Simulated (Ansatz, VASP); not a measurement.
# One calculation of TiSe, two programs

File INCAR:

```
SYSTEM = TiSe
PREC = Accurate
ENCUT = 520
EDIFF = 1E-7
ISMEAR = 0
SIGMA = 0.05
LREAL = .FALSE.
LASPH = .TRUE.
NELM = 100
ALGO = Normal
ISIF = 2
LWAVE = .FALSE.
LCHARG = .FALSE.
GGA = PS
NBANDS = 26
```

KPOINTS

```
regular mesh
0
G
  9 9 6
  0 0 0
```

POSCAR

```
TiSe
1.0
    3.5590000000      0.0000000000      0.0000000000
   -1.7795000000      3.0821844121      0.0000000000
    0.0000000000      0.0000000000      6.2200000000
Ti Se
2 2
Direct
    0.0000000000      0.0000000000      0.0000000000
    0.0000000000      0.0000000000      0.5000000000
    0.3333333333      0.6666666667      0.2500000000
    0.6666666667      0.3333333333      0.7500000000
```

Input for Ansatz:

```yaml
crystal:
  lattice:
    - [3.559, 0.0, 0.0]
    - [-1.7795, 3.0821844121, 0.0]
    - [0.0, 0.0, 6.22]
  atoms:
    - { symbol: Ti, position: [0.0, 0.0, 0.0] }
    - { symbol: Ti, position: [0.0, 0.0, 0.5] }
    - { symbol: Se, position: [0.3333333333, 0.6666666667, 0.25] }
    - { symbol: Se, position: [0.6666666667, 0.3333333333, 0.75] }
basis:
  ecutwfc: 420
  fft_grid_basis: typed
kpoints:
  mp_grid: { grid: [9, 9, 6] }
hamiltonian:
  xc: pbesol
  pseudopotentials: { kind: paw }
scf:
  occupations: { method: gaussian, width: 0.05 }
output:
  forces: true
  stress: true
  eigenvalues: true
  bader: true
  write_density: true
  volumetric_format: npy
  elf: true
```

Alike in both runs: task single point; functional PBEsol; k mesh 9 × 9 × 6; occupations gaussian, width 0.05 eV; no spin polarisation.

|  | VASP | Ansatz |
| --- | --- | --- |
| version | VASP 6.6.1 | Ansatz 0.2.0 |
| potentials or method | VASP PAW PBE potentials, release 64 (Ti_sv, Se), cutoff 520 eV | scalar-relativistic, plane waves, PAW |
| valence electrons in the cell | 36 | 56 |

Ansatz gave:

| Item | Value |
| --- | --- |
| gap on the k mesh at the Fermi level (eV) | none |
| pressure (GPa) | -0.7 |
| traceless stress, the component that is largest in VASP (GPa) | 6.85 |

Q: What did VASP give for the same quantities?

A: gap on the k mesh at the Fermi level (eV): none; pressure (GPa): -0.4; traceless stress, the component that is largest in VASP (GPa): 6.85.

VASP's potentials were made for PBE, not for PBEsol. A gap of «none» marks a metal or a gap that the smearing closes. VASP's potentials hold 36 valence electrons a cell and Ansatz's 56, so a difference there can come from the potentials and not from the codes.
